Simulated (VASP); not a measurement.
Write the native input for VASP 6.6.1 that does the following.

```
Task                   : single point
Functional             : LDA
Potentials or basis    : VASP PAW LDA potentials, release 64 (Ga_d, Sb)
Cutoff                 : 520 eV
k mesh                 : 18 × 18 × 18
Occupations            : gaussian, width 0.15 eV
Spin                   : no spin polarisation
Dipole correction      : no
Further INCAR settings : ALGO = Normal; EDIFF = 1e-06; NBANDS = 16
```

The structure of GaSb lies in POSCAR:

```
GaSb
1.0
   -1.5752104892      2.4383392033      2.7289194855
    1.5752104892     -2.4383392033      2.7289194855
    1.5752104892      2.4383392033     -2.7289194855
Ga Sb
1 1
Direct
    0.0000000000      0.0000000000      0.0000000000
    0.5000000000      0.5000000000      0.0000000000
```

The input as run:

INCAR

```
SYSTEM = GaSb
  PREC = Accurate
  ENCUT = 520
  EDIFF = 1E-6
  ISMEAR = 0
  SIGMA = 0.15
  LREAL = .False.
  LASPH = .True.
  NELM = 100
  ALGO = Normal
  ISIF = 2
  LWAVE = .False.
  LCHARG = .False.
  GGA = CA
  NBANDS = 16
```

KPOINTS

```
Automatic mesh
0
Gamma
  18 18 18
  0 0 0
```

Potentials or basis: VASP PAW LDA potentials, release 64 (Ga_d, Sb).

Launch:

```console
$ cat potpaw_LDA.64/Ga_d/POTCAR potpaw_LDA.64/Sb/POTCAR > POTCAR
$ mpirun -np 1 vasp_std > vasp.out
```

It gave:

```yaml
Pressure: 4.5 GPa
Band_gap_on_the_k_mesh: zero (bands 9 and 10 overlap by 6.58 eV)
```

Caveat: the cell stands under pressure; spin-orbit coupling is left out, which moves the levels of the heavy elements.

It took 7.5 min on 1 thread of Intel(R) Xeon(R) Platinum 8488C (Sapphire Rapids), with other jobs on the host, peak memory 0.66 GiB.
